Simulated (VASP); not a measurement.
A run of VASP 6.6.1:

Contents of POSCAR:

```
Tl
1.0
    3.4560000000      0.0000000000      0.0000000000
   -1.7280000000      2.9929837955      0.0000000000
    0.0000000000      0.0000000000      5.5250000000
Tl
2
Direct
    0.3333333333      0.6666666667      0.2500000000
    0.6666666667      0.3333333333      0.7500000000
```

The input INCAR.step1:

```
SYSTEM = Tl
  PREC = Accurate
  ENCUT = 600
  ISMEAR = 0
  SIGMA = 0.02
  LREAL = .False.
  LASPH = .True.
  NELM = 80
  GGA = PE
  ALGO = Normal
  EDIFF = 1E-4
  LWAVE = .True.
  LCHARG = .False.
```

INCAR.step2

```
SYSTEM = Tl
  PREC = Accurate
  ENCUT = 600
  EDIFF = 1E-6
  ISMEAR = 0
  SIGMA = 0.02
  LREAL = .False.
  LASPH = .True.
  NELM = 80
  ALGO = Normal
  ISIF = 3
  LWAVE = .False.
  LCHARG = .False.
  METAGGA = R2SCAN
  LMIXTAU = .True.
  IBRION = 2
  NSW = 80
  EDIFFG = -0.03
  ISTART = 1
```

Contents of KPOINTS:

```
Automatic mesh
0
Gamma
  14 14 8
  0 0 0
```

Potentials or basis: VASP PAW PBE potentials, release 64 (Tl_d).

The run is started by

```console
$ cat potpaw_PBE.64/Tl_d/POTCAR > POTCAR
$ cp INCAR.step1 INCAR
$ mpirun -np 1 vasp_std > vasp.out
$ cp INCAR.step2 INCAR
$ mpirun -np 1 vasp_std > vasp.out
```

Hardware: 1 thread of AMD EPYC 9R45 96-Core Processor (Zen 5) (shared host).

Q: How long does it take, and how much memory?

A: It took 19 min on 1 thread of AMD EPYC 9R45 96-Core Processor (Zen 5) (shared host), peak memory 0.26 GiB. Counts: k points 120, ion steps 5.
